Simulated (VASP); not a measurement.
Runs of VASP 6.6.1 on NaF (Villiaumite). The structure is that of space group Fm-3m (No. 225), or close to it. The cells are those of the table. 

| cell | gap on the mesh (eV) | pressure (GPa) |
| --- | --- | --- |
| a = 3.209, b = 3.209, c = 3.261 Å, angles 60.5, 60.5, 90.0°, 2 atoms | 6.32 | (b) |
| a = 3.209, b = 3.209, c = 3.257 Å, angles 60.5, 60.5, 90.0°, 2 atoms | 6.34 | 1.7 |
| a = 3.290, b = 3.290, c = 3.278 Å, angles 59.9, 59.9, 90.0°, 2 atoms | (a) | -0.4 |
| a = 3.241, b = 3.241, c = 3.265 Å, angles 60.2, 60.2, 90.0°, 2 atoms | 6.26 | 0.7 |
| a = 3.258, b = 3.258, c = 3.271 Å, angles 60.1, 60.1, 90.0°, 2 atoms | 6.21 | 0.2 |
| a = 3.258, b = 3.258, c = 3.269 Å, angles 60.1, 60.1, 90.0°, 2 atoms | 6.22 | 0.4 |

Alike in all rows: task single point; level PBEsol; potentials or basis VASP PAW PBE potentials, release 64 (Na_pv, F); no spin polarisation; k mesh 8 × 8 × 8; cutoff (eV) 520; smearing gaussian 0.01 eV.

**Question.** Estimate the missing entries.

**Answer.** (a) 6.14; (b) 1.6.

Caveats: the PAW data sets were made with another functional, which shifts forces and pressure a little.

